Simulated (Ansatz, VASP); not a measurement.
**Ta4O: VASP beside Ansatz**

Contents of INCAR:

```
  ALGO = Normal
  EDIFF = 1E-7
  ENCUT = 520
  GGA = PE
  ISIF = 2
  ISMEAR = 0
  LASPH = T
  LCHARG = F
  LREAL = F
  LWAVE = F
  NBANDS = 33
  NELM = 100
  PREC = Accurate
  SIGMA = 0.1
```

KPOINTS

```
k-points
0
Gamma
  4 4 4
```

Contents of POSCAR:

```
Ta4O
1.0
   -2.8252759000      2.8252759000      2.8252759000
    2.8252759000     -2.8252759000      2.8252759000
    2.8252759000      2.8252759000     -2.8252759000
Ta O
4 1
Direct
    0.5000000000      0.5000000000      0.5000000000
    0.0000000000      0.0000000000      0.5000000000
    0.0000000000      0.5000000000      0.0000000000
    0.5000000000      0.0000000000      0.0000000000
    0.0000000000      0.0000000000      0.0000000000
```

Input for Ansatz:

```yaml
crystal:
  lattice:
    - [-2.8252759, 2.8252759, 2.8252759]
    - [2.8252759, -2.8252759, 2.8252759]
    - [2.8252759, 2.8252759, -2.8252759]
  atoms:
    - { symbol: Ta, position: [0.5, 0.5, 0.5] }
    - { symbol: Ta, position: [0.0, 0.0, 0.5] }
    - { symbol: Ta, position: [0.0, 0.5, 0.0] }
    - { symbol: Ta, position: [0.5, 0.0, 0.0] }
    - { symbol: O, position: [0.0, 0.0, 0.0] }
basis:
  ecutwfc: 420
kpoints:
  mp_grid: { grid: [4, 4, 4] }
hamiltonian:
  xc: pbe
scf:
  occupations: { method: gaussian, width: 0.1 }
  lower_state_search: "off"
output:
  forces: true
  stress: true
  eigenvalues: true
```

Alike in both runs: task single point; functional PBE; k mesh 4 × 4 × 4; occupations gaussian, width 0.1 eV; no spin polarisation.

|  | VASP | Ansatz |
| --- | --- | --- |
| version | VASP 6.6.1 | Ansatz 0.2.0 |
| potentials or method | VASP PAW PBE potentials, release 64 (Ta_pv, O), cutoff 520 eV | scalar-relativistic, plane waves, PAW |
| valence electrons in the cell | 50 | 58 |

VASP gave:

* gap on the k mesh at the Fermi level (eV): none
* pressure (GPa): -8.7

**Question.** Estimate Ansatz's values.

**Answer.** gap on the k mesh at the Fermi level (eV): none; pressure (GPa): -8.8.

A gap of «none» marks a metal or a gap that the smearing closes. The functional is the same, so the differences come from potentials, cutoffs and numerics. VASP's potentials hold 50 valence electrons a cell and Ansatz's 58, so a difference there can come from the potentials and not from the codes.

The k mesh is coarse, so the values compare programs but aren't converged. Spin-orbit coupling is off throughout.
